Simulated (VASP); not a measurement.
Crystal: CaO (Lime).

```
CELL_PARAMETERS angstrom
0.00000 2.39755 2.39755
2.39755 0.00000 2.39755
2.39755 2.39755 0.00000
ATOMIC_POSITIONS crystal
Ca 0.00000 0.00000 0.00000
O 0.50000 0.50000 0.50000
```

Program: VASP 6.6.1. Alike in all runs: task single point; no spin polarisation; cell as given; k mesh 4 × 4 × 4; cutoff (eV) 520; smearing gaussian 0.01 eV.

Problem. Order these runs on this cell by their pressure, lowest first.
A. level PBE; potentials or basis VASP PAW PBE potentials, release 64 (Ca_sv, O)
B. level LDA; potentials or basis VASP PAW LDA potentials, release 64 (Ca_sv, O)
C. level r2SCAN; potentials or basis VASP PAW PBE potentials, release 64 (Ca_sv, O)

Solution. B (-5.4 GPa), C (1.1 GPa), A (3.1 GPa).

Caveats: all runs use coarse meshes; the PAW data sets were made with another functional, which shifts forces and pressure a little (some runs).
